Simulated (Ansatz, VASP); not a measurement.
## ZnSe5: VASP beside Ansatz

Contents of INCAR:

```
SYSTEM = ZnSe5
  ALGO = Normal
  EDIFF = 1E-6
  EDIFFG = -0.04
  ENCUT = 600
  GGA = PE
  IBRION = 2
  ISIF = 3
  ISMEAR = 0
  LASPH = .True.
  LCHARG = .False.
  LREAL = .False.
  LWAVE = .False.
  NELM = 60
  NSW = 90
  PREC = Accurate
  SIGMA = 0.1
```

The input KPOINTS:

```
k-points
0
Gamma
  6 6 4
  0 0 0
```

POSCAR

```
ZnSe5
1.0
    4.6599474347      0.0000000000      0.0000000000
   -2.3299737174      4.0356328588      0.0000000000
    0.0000000000      0.0000000000      6.8447662983
Zn Se
1 5
Direct
    0.0000000000      0.0000000000      0.0000000000
    0.3333333333      0.6666666667      0.7569409608
    0.3333333333      0.6666666667      0.2430590392
    0.6666666667      0.3333333333      0.2430590392
    0.6666666667      0.3333333333      0.7569409608
    0.0000000000      0.0000000000      0.5000000000
```

Input for Ansatz:

```yaml
crystal:
  lattice:
    - [4.6599474347, 0.0, 0.0]
    - [-2.3299737174, 4.0356328588, 0.0]
    - [0.0, 0.0, 6.8447662983]
  atoms:
    - { symbol: Zn, position: [0.0, 0.0, 0.0] }
    - { symbol: Se, position: [0.3333333333, 0.6666666667, 0.7569409608] }
    - { symbol: Se, position: [0.3333333333, 0.6666666667, 0.2430590392] }
    - { symbol: Se, position: [0.6666666667, 0.3333333333, 0.2430590392] }
    - { symbol: Se, position: [0.6666666667, 0.3333333333, 0.7569409608] }
    - { symbol: Se, position: [0.0, 0.0, 0.5] }
basis:
  ecutwfc: 420
kpoints:
  mp_grid: { grid: [6, 6, 4] }
hamiltonian:
  xc: pbe
scf:
  occupations: { method: gaussian, width: 0.1 }
  lower_state_search: "off"
output:
  forces: true
  stress: true
  eigenvalues: true
relax:
  adjacent_minimum: "off"
  f_tol: 0.04
  max_steps: 70
  cell: { stress_tol: 0.4 }
```

Alike in both runs: task relaxation of cell and atoms; functional PBE; k mesh 6 × 6 × 4; occupations gaussian, width 0.1 eV; no spin polarisation.

```csv
,VASP,Ansatz
version,VASP 6.6.1,Ansatz 0.2.0
potentials or method,"VASP PAW PBE potentials, release 64 (Zn, Se), cutoff 600 eV","scalar-relativistic, plane waves, PAW"
valence electrons in the cell,42,92
```

Ansatz gave:

```
gap on the k mesh at the Fermi level, each at its own relaxed structure (eV) : none
relaxed volume (Å³/atom)                                                     : 21.26
relaxed cell length with the largest relative difference (Å)                 : 6.809
```

Question: Which values does VASP return?

Answer: gap on the k mesh at the Fermi level, each at its own relaxed structure (eV): none; relaxed volume (Å³/atom): 21.27; relaxed cell length with the largest relative difference (Å): 6.790.

A gap of «none» marks a metal or a gap that the smearing closes. VASP's potentials hold 42 valence electrons a cell and Ansatz's 92, so a difference there can come from the potentials and not from the codes.
